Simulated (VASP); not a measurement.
Set up this calculation in VASP 6.6.1, as the native input.

* Task: single point
* Functional: r2SCAN
* Potentials or basis: VASP PAW PBE potentials, release 64 (Ga_d)
* Cutoff: 520 eV
* k mesh: 6 × 6 × 4
* Occupations: gaussian, width 0.1 eV
* Spin: no spin polarisation
* Dipole correction: no
* Further INCAR settings: ALGO = Normal; EDIFF = 1e-07; NBANDS = 34

The system is Ga.

```
Ga
1.0
     2.26150   -3.83050    0.00000
     2.26150    3.83050    0.00000
     0.00000    0.00000    4.52400
Ga
4
Direct
  0.84510 0.15490 0.08100
  0.65490 0.34510 0.58100
  0.15490 0.84510 0.91900
  0.34510 0.65490 0.41900
```

These files were run (other wordings do the same):

POSCAR

```
Ga
1.0
    2.2615000000     -3.8305000000      0.0000000000
    2.2615000000      3.8305000000      0.0000000000
    0.0000000000      0.0000000000      4.5240000000
Ga
4
Direct
    0.8451000000      0.1549000000      0.0810000000
    0.6549000000      0.3451000000      0.5810000000
    0.1549000000      0.8451000000      0.9190000000
    0.3451000000      0.6549000000      0.4190000000
```

INCAR.step1

```
SYSTEM = Ga
PREC     = Accurate       ! precision mode
ENCUT    = 520            ! plane-wave cutoff, eV
ISMEAR   = 0              ! smearing method
SIGMA    = 0.1            ! smearing width, eV
LREAL    = .False.        ! projectors in reciprocal space
LASPH    = .True.         ! aspherical terms in the spheres
NELM     = 60             ! most SCF steps
NBANDS   = 34             ! bands
GGA      = PE             ! functional
ALGO     = Normal         ! electronic algorithm
EDIFF    = 1E-4           ! SCF threshold, eV
LWAVE    = .True.         ! write WAVECAR
LCHARG   = .False.        ! write CHGCAR
```

INCAR.step2

```
SYSTEM = Ga
PREC     = Accurate       ! precision mode
ENCUT    = 520            ! plane-wave cutoff, eV
EDIFF    = 1E-7           ! SCF threshold, eV
ISMEAR   = 0              ! smearing method
SIGMA    = 0.1            ! smearing width, eV
LREAL    = .False.        ! projectors in reciprocal space
LASPH    = .True.         ! aspherical terms in the spheres
NELM     = 60             ! most SCF steps
ALGO     = Normal         ! electronic algorithm
ISIF     = 2              ! what is computed and relaxed
LWAVE    = .False.        ! write WAVECAR
LCHARG   = .False.        ! write CHGCAR
METAGGA  = R2SCAN         ! meta-GGA
LMIXTAU  = .True.       
NBANDS   = 34             ! bands
ISTART   = 1
```

KPOINTS

```
regular mesh
0
Gamma
  6 6 4
  0 0 0
```

Potentials or basis: VASP PAW PBE potentials, release 64 (Ga_d).

Command:

```sh
$ cat potpaw_PBE.64/Ga_d/POTCAR > POTCAR
$ cp INCAR.step1 INCAR
$ mpirun -np 1 vasp_std > vasp.out
$ cp INCAR.step2 INCAR
$ mpirun -np 1 vasp_std > vasp.out
```

It gave:

```
Pressure               : -1.3 GPa
Largest force          : 0.158 eV/Å
Band gap on the k mesh : zero (band 26 reaches 5.15 eV, above the bottom of band 27 at 4.02 eV)
```

Caveat: the PAW data sets were made with another functional, which shifts forces and pressure a little.

Run time: 3.9 min on 1 thread of Intel(R) Xeon(R) Platinum 8488C (Sapphire Rapids) (shared host), peak memory 0.25 GiB.
